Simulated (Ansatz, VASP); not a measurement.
Two plane-wave programs on Ti2Co

```
Ti Co
1.0
     0.00000    3.48438    3.48438
     3.48438    0.00000    3.48438
     3.48438    3.48438    0.00000
Ti Co
4 2
Direct
  0.12500 0.12500 0.12500
  0.62500 0.12500 0.12500
  0.12500 0.12500 0.62500
  0.12500 0.62500 0.12500
  0.50000 0.50000 0.50000
  0.75000 0.75000 0.75000
```

Alike in both runs: functional PBEsol; k mesh 4 × 4 × 4; occupations gaussian, width 0.1 eV; collinear spin.

Ansatz relaxed the structure, and its values are those at the end. VASP's run is a single point on that final structure, the one shown.

```csv
,VASP,Ansatz
version,VASP 6.6.1,Ansatz 0.2.0
potentials or method,"VASP PAW PBE potentials, release 64 (Ti_sv, Co), cutoff 520 eV","scalar-relativistic, plane waves, PAW"
valence electrons in the cell,66,82
```

Ansatz gave:

| Quantity | Value |
| --- | --- |
| gap on the k mesh at the Fermi level (eV) | none |
| pressure (GPa) | 0.0 |
| net moment per atom (μB) | 0.27 |
| size of the moment on the site where the two differ most (μB) | 0.95 |

Question: What did VASP give for the same quantities?

Answer: gap on the k mesh at the Fermi level (eV): none; pressure (GPa): -0.1; net moment per atom (μB): 0.26; size of the moment on the site where the two differ most (μB): 0.90.

VASP's potentials were made for PBE, not for PBEsol. Site moments also hang on the region over which each program counts them. A gap of «none» marks a metal or a gap that the smearing closes. VASP's potentials hold 66 valence electrons a cell and Ansatz's 82, so a difference there can come from the potentials and not from the codes.

The k mesh is coarse, so the values compare programs but aren't converged.
